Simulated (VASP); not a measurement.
# Ge2As3 (P4/mmm) in VASP: notebook

Runs on Ge2As3. Level: PBE. Tasks: single point, relaxation of cell and atoms.

Program: VASP 6.6.1. These are calculated values, not measurements. Logs are shortened: lines on timing, memory, paths and dates and some standing lists are left out, and cuts for length are marked.

## 1. The cell of the first run

Symmetry: P4/mmm, No. 123, tetragonal system. Conventional cell: a = 3.749 Å, b = 3.749 Å, c = 7.269 Å, α = 90.00°, β = 90.00°, γ = 90.00°. Within 3.5 Å of Ge (site symmetry mmm) lie 4 Ge at 2.65 Å and 4 As at 2.95 Å. As (site symmetry 4/mmm) has 12 As at 2.98 to 3.75 Å within 3.9 Å. Within 3.6 Å of As (site symmetry 4mm) lie 5 As at 2.72 to 2.98 Å and 4 Ge at 2.95 Å.

The cell was generated, and may not be a known phase.

## 2. Single point, PBE

The input, INCAR:

```
  PREC = Accurate
  ENCUT = 520
  EDIFF = 1E-7
  ISMEAR = 0
  SIGMA = 0.1
  LREAL = F
  LASPH = T
  NELM = 100
  ALGO = Normal
  ISIF = 2
  LWAVE = F
  LCHARG = F
  GGA = PE
  NBANDS = 30
```

The input, KPOINTS:

```
Automatic mesh
0
Gamma
  10 10 6
```

The input, POSCAR:

```
Ge2As3
1.0
    3.7486820476      0.0000000000      0.0000000000
    0.0000000000      3.7486820476      0.0000000000
    0.0000000000      0.0000000000      7.2690813085
Ge As
2 3
Direct
    0.0000000000      0.5000000000      0.5000000000
    0.5000000000      0.0000000000      0.5000000000
    0.5000000000      0.5000000000      0.0000000000
    0.0000000000      0.0000000000      0.8128764428
    0.0000000000      0.0000000000      0.1871235572
```

Potentials or basis: VASP PAW PBE potentials, release 64 (Ge_d, As).

Command:

```bash
cat potpaw_PBE.64/Ge_d/POTCAR potpaw_PBE.64/As/POTCAR > POTCAR
mpirun -np 1 vasp_std > vasp.out
```

OUTCAR:

```text
PREC = Accurate
   ENCUT = 520
   EDIFF = 1E-7
   ISMEAR = 0
   LREAL = F
   LASPH = T
   NELM = 100
   ISIF = 2
   GGA = PE

 ion  position               nearest neighbor table
   1  0.000  0.500  0.500-   2 2.65   2 2.65   2 2.65   2 2.65
   2  0.500  0.000  0.500-   1 2.65   1 2.65   1 2.65   1 2.65
   3  0.500  0.500  0.000-
   4  0.000  0.000  0.813-   5 2.72
   5  0.000  0.000  0.187-   4 2.72

  LATTYP: Found a simple tetragonal cell.
 ALAT       =     3.7486820476
 C/A-ratio  =     1.9391031878

  Lattice vectors:

 A1 = (   3.7486820476,   0.0000000000,   0.0000000000)
 A2 = (   0.0000000000,   3.7486820476,   0.0000000000)
 A3 = (   0.0000000000,   0.0000000000,   7.2690813085)

Analysis of symmetry for initial positions (statically):
=====================================================================
 Subroutine PRICEL returns:
 Original cell was already a primitive cell.

 Routine SETGRP: Setting up the symmetry group for a
 simple tetragonal supercell.

 Subroutine GETGRP returns: Found 16 space group operations
 (whereof 16 operations were pure point group operations)
 out of a pool of 16 trial point group operations.

The static configuration has the point symmetry D_4h.

Analysis of symmetry for dynamics (positions and initial velocities):
=====================================================================
 Subroutine PRICEL returns:
 Original cell was already a primitive cell.

 Routine SETGRP: Setting up the symmetry group for a
 simple tetragonal supercell.

 Subroutine GETGRP returns: Found 16 space group operations
 (whereof 16 operations were pure point group operations)
 out of a pool of 16 trial point group operations.

The dynamic configuration has the point symmetry D_4h.

 Subroutine INISYM returns: Found 16 space group operations
 (whereof 16 operations are pure point group operations),
 and found     1 'primitive' translations

----------------------------------------------------------------------------------------

                                     Primitive cell

  volume of cell :     102.1496

  direct lattice vectors                    reciprocal lattice vectors
     3.748682048  0.000000000  0.000000000     0.266760421  0.000000000  0.000000000
     0.000000000  3.748682048  0.000000000     0.000000000  0.266760421  0.000000000
     0.000000000  0.000000000  7.269081308     0.000000000  0.000000000  0.137568966

  length of vectors
     3.748682048  3.748682048  7.269081308     0.266760421  0.266760421  0.137568966

  position of ions in fractional coordinates (direct lattice)
     0.000000000  0.500000000  0.500000000
     0.500000000  0.000000000  0.500000000
     0.500000000  0.500000000  0.000000000
     0.000000000  0.000000000  0.812876443
     0.000000000  0.000000000  0.187123557

  ion indices of the primitive-cell ions
   primitive index   ion index
                 1           1
                 2           2
                 3           3
                 4           4
                 5           5

----------------------------------------------------------------------------------------

 KPOINTS: Automatic mesh

Automatic generation of k-mesh.
 Grid dimensions read from file:
 generate k-points for:   10   10    6

 Generating k-lattice:

  Cartesian coordinates                     Fractional coordinates (reciprocal lattice)
     0.026676042  0.000000000  0.000000000     0.100000000  0.000000000  0.000000000
     0.000000000  0.026676042  0.000000000     0.000000000  0.100000000  0.000000000
     0.000000000  0.000000000  0.022928161     0.000000000  0.000000000  0.166666667

  Length of vectors
     0.026676042  0.026676042  0.022928161

  Shift w.r.t. Gamma in fractional coordinates (k-lattice)
     0.000000000  0.000000000  0.000000000

 Subroutine IBZKPT returns following result:
 ===========================================

 Found     84 irreducible k-points:

 Following reciprocal coordinates:
            Coordinates               Weight
  0.000000  0.000000  0.000000      1.000000
  0.100000  0.000000  0.000000      4.000000
  0.200000  0.000000  0.000000      4.000000
  0.300000  0.000000  0.000000      4.000000
  0.400000  0.000000  0.000000      4.000000
  0.500000  0.000000  0.000000      2.000000
[... 16 lines left out ...]
  0.100000  0.000000  0.166667      8.000000
  0.200000  0.000000  0.166667      8.000000
 [... further k-points ...]
   k-points           NKPTS =     84   k-points in BZ     NKDIM =     84   number of bands    NBANDS=     30
   number of dos      NEDOS =    301   number of ions     NIONS =      5
   total plane-waves  NPLWV =  42336
   dimension x,y,z NGX =    28 NGY =   28 NGZ =   54
   dimension x,y,z NGXF=    56 NGYF=   56 NGZF=  108
   ions per type =               2   3
   NGX,Y,Z   is equivalent  to a cutoff of  12.42, 12.42, 12.35 a.u.
   NGXF,Y,Z  is equivalent  to a cutoff of  24.83, 24.83, 24.70 a.u.
 SYSTEM =  unknown system
   PREC   = accura    normal or accurate (medium, high low for compatibility)
   ISTART =      0    job   : 0-new  1-cont  2-samecut
   ICHARG =      2    charge: 1-file 2-atom 10-const
   ISPIN  =      1    spin polarized calculation?
   LNONCOLLINEAR =      F non collinear calculations
   LSORBIT =      F    spin-orbit coupling
   LASPH  =      T    aspherical Exc in radial PAW
   ENCUT  =  520.0 eV  38.22 Ry    6.18 a.u.   6.97  6.97 13.52*2*pi/ulx,y,z
   NELM   =    100;   NELMIN=  2; NELMDL= -5     # of ELM steps
   EDIFF  = 0.1E-06   stopping-criterion for ELM
   LREAL  =      F    real-space projection
   EDIFFG = 0.1E-05   stopping-criterion for IOM
   NSW    =      0    number of steps for IOM
   IBRION =     -1    ionic relax: 0-MD 1-quasi-New 2-CG
   NFREE  =      0    steps in history (QN), initial steepest desc. (CG)
   ISIF   =      2    stress and relaxation
   ISYM   =      2    0-nonsym 1-usesym 2-fastsym
   POTIM  = 0.5000    time-step for ionic-motion
   TEBEG  =    0.0;   TEEND  =   0.0 temperature during run
   PSTRESS=    0.0 pullay stress
   NELECT =      43.0000    total number of electrons
   NUPDOWN=      -1.0000    fix difference up-down
   EMIN   =  10.00;   EMAX   =-10.00  energy-range for DOS
   EFERMI =   0.00;   METHOD = LEGACY
   ISMEAR =     0;   SIGMA  =   0.10  broadening in eV -4-tet -1-fermi 0-gaus
   EFERMI_NEDOS =   21; number of points for ismear=-14 and -15
   IALGO  =     38    algorithm
   IMIX   =      4    mixing-type and parameters
     AMIX     =   0.40;   BMIX     =  1.00
     AMIX_MAG =   1.60;   BMIX_MAG =  1.00
  volume/ion in A,a.u.               =      20.43       137.87
  Fermi-wavevector in a.u.,A,eV,Ry     =   1.226927  2.318556 20.481529  1.505350
  Thomas-Fermi vector in A             =   2.361910
   LORBIT       =      0    0 simple, 1 ext, 2 COOP (PROOUT), +10 PAW based schemes
   GGA     = PE    functional components
   LHFCALC =     F    Hartree Fock is set to
   AEXX    =    0.0000 exact exchange contribution
   IVDW    =     0    specifies the selected vdW correction
   LEPSILON=     F    determine dielectric tensor
   LRPA    =     F    only Hartree local field effects (RPA)
 non-spin polarized calculation
 Gauss-broadening in eV      SIGMA  =   0.10
  energy-cutoff  :      520.00
  volume of cell :      102.15
 maximum number of plane-waves:      2784
 NGX is ok and might be reduce to    28
   NGX = 13   NGY = 13   NGZ = 27

 number of electron      42.9999938 magnetization

 Free energy of the ion-electron system (eV)
  ---------------------------------------------------
  ext. energy  EPLUGINS =         0.00000000
  ---------------------------------------------------
  free energy    TOTEN  =       -21.07452043 eV

  energy without entropy =      -21.05953761  energy(sigma->0) =      -21.06702902

 E-fermi :   5.7148     XC(G=0): -10.5356

 val. band max:        5.7070707703   @ k =   0.5000   0.1000   0.0000
 cond. band min:       5.7151592079   @ k =   0.5000   0.0000   0.3333
 fundamental gap:      0.0080884376
 Fermi energy:         5.7147963474

 k-point     1 :       0.0000    0.0000    0.0000
  band No.  band energies     occupation
      1     -19.1861      2.00000
      2     -19.0984      2.00000
      3     -19.0851      2.00000
      4     -19.0455      2.00000
      5     -19.0455      2.00000
      6     -18.9618      2.00000
[... 22 lines left out ...]
     29       9.8415      0.00000
     30      11.6839      0.00000

 k-point     2 :       0.1000    0.0000    0.0000
  band No.  band energies     occupation
      1     -19.1775      2.00000
      2     -19.0943      2.00000
      3     -19.0798      2.00000
      4     -19.0440      2.00000
      5     -19.0435      2.00000
      6     -18.9642      2.00000
[... 22 lines left out ...]
     29      10.3047      0.00000
     30      11.3862      0.00000

 k-point     3 :       0.2000    0.0000    0.0000
  band No.  band energies     occupation
      1     -19.1526      2.00000
      2     -19.0824      2.00000
      3     -19.0647      2.00000
      4     -19.0394      2.00000
      5     -19.0377      2.00000
      6     -18.9711      2.00000
[... 22 lines left out ...]
     29      10.7647      0.00000
     30      11.3689      0.00000

 k-point     4 :       0.3000    0.0000    0.0000
  band No.  band energies     occupation
      1     -19.1131      2.00000
      2     -19.0647      2.00000
      3     -19.0416      2.00000
      4     -19.0320      2.00000
      5     -19.0287      2.00000
      6     -18.9814      2.00000
[... 22 lines left out ...]
     29      10.7108      0.00000
     30      10.7407      0.00000

 k-point     5 :       0.4000    0.0000    0.0000
  band No.  band energies     occupation
      1     -19.0624      2.00000
      2     -19.0433      2.00000
      3     -19.0225      2.00000
      4     -19.0178      2.00000
      5     -19.0146      2.00000
      6     -18.9966      2.00000
[... 22 lines left out ...]
     29       9.6843      0.00000
     30      10.6082      0.00000
[... 526 lines left out ...]
     29      11.6130      0.00000
     30      13.3231      0.00000

 k-point    22 :       0.0000    0.0000    0.1667
  band No.  band energies     occupation
      1     -19.1861      2.00000
      2     -19.0984      2.00000
      3     -19.0851      2.00000
      4     -19.0456      2.00000
      5     -19.0456      2.00000
      6     -18.9618      2.00000
[... 22 lines left out ...]
     29      10.1996      0.00000
     30      11.1903      0.00000

 k-point    23 :       0.1000    0.0000    0.1667
  band No.  band energies     occupation
      1     -19.1775      2.00000
      2     -19.0943      2.00000
      3     -19.0798      2.00000
      4     -19.0440      2.00000
      5     -19.0435      2.00000
      6     -18.9642      2.00000
[... 22 lines left out ...]
     29      10.6139      0.00000
     30      11.0829      0.00000

 k-point    24 :       0.2000    0.0000    0.1667
  band No.  band energies     occupation
      1     -19.1526      2.00000
      2     -19.0824      2.00000
      3     -19.0647      2.00000
      4     -19.0394      2.00000
      5     -19.0377      2.00000
      6     -18.9711      2.00000
[... 22 lines left out ...]
     29      10.9371      0.00000
     30      11.3013      0.00000

 [... further k-points ...]

------------------------ aborting loop because EDIFF is reached ----------------------------------------

  FORCE on cell =-STRESS in cart. coord.  units (eV):
  Direction    XX          YY          ZZ          XY          YZ          ZX
  --------------------------------------------------------------------------------------
  -------------------------------------------------------------------------------------
  Total        0.0126411      0.0126411      0.0379029      0.0000000     -0.0000000      0.0000000
  in kB        0.1982708      0.1982708      0.5944930      0.0000000     -0.0000000      0.0000000
  external PRESSURE =       0.3303449 kB  Pullay stress =       0.0000000 kB

 VOLUME and BASIS-vectors are now :
 -----------------------------------------------------------------------------
  energy-cutoff  :      520.00
  volume of cell :      102.15
      direct lattice vectors                 reciprocal lattice vectors
     3.748682048  0.000000000  0.000000000     0.266760421  0.000000000  0.000000000
     0.000000000  3.748682048  0.000000000     0.000000000  0.266760421  0.000000000
     0.000000000  0.000000000  7.269081308     0.000000000  0.000000000  0.137568966

 POSITION                                       TOTAL-FORCE (eV/Angst)
 -----------------------------------------------------------------------------------
      0.00000      1.87434      3.63454        -0.000000      0.000000      0.000000
      1.87434      0.00000      3.63454        -0.000000      0.000000      0.000000
      1.87434      1.87434      0.00000        -0.000000      0.000000      0.000000
      0.00000      0.00000      5.90886        -0.000000     -0.000000      0.004980
      0.00000      0.00000      1.36022         0.000000     -0.000000     -0.004980
 -----------------------------------------------------------------------------------
    total drift:                                0.000000      0.000000      0.000000

  FREE ENERGIE OF THE ION-ELECTRON SYSTEM (eV)
  ---------------------------------------------------
  free  energy   TOTEN  =       -21.0745204292 eV

  energy  without entropy=      -21.0595376123  energy(sigma->0) =      -21.06702902
```

It took 1.7 min on 1 thread of AMD EPYC 9R45 (Zen 5), shared host; peak memory 0.31 GiB.

What came out:

```yaml
Free_energy: -21.0745 eV
Pressure: 0.0 GPa
Largest_force: 0.005 eV/Å
Band_gap_on_the_k_mesh: zero (an odd number of electrons rules out a gap without spin polarisation)
```

Forces on the atoms (eV/Å):
```
Ge   0.000  0.000  0.000
Ge   0.000  0.000  0.000
As   0.000  0.000  0.000
As   0.000  0.000  0.005
As   0.000  0.000 -0.005
```

Levels at points of the mesh, in eV from the Fermi level:
```tsv
k point	band 19	band 20	band 21	band 22	band 23	band 24	band 25	band 26
(0.00, 0.00, 0.00)	-1.73	-1.24	-1.24	-0.22	0.25	0.25	2.84	3.36
(0.50, 0.00, 0.00)	-0.66	-0.61	-0.05	0.65	0.89	1.08	1.45	1.88
(0.50, 0.50, 0.00)	-4.70	-3.32	-3.32	-1.42	0.40	1.30	3.40	3.40
(0.00, 0.00, 0.50)	-2.41	-2.41	-0.81	1.66	1.66	2.29	2.79	2.92
(0.50, 0.00, 0.50)	-0.57	-0.55	0.02	0.19	1.09	1.29	2.15	2.16
(0.50, 0.50, 0.50)	-4.44	-3.06	-1.06	-1.06	-0.88	-0.44	-0.44	3.86
```

(Part 1 of 2 ends here.)
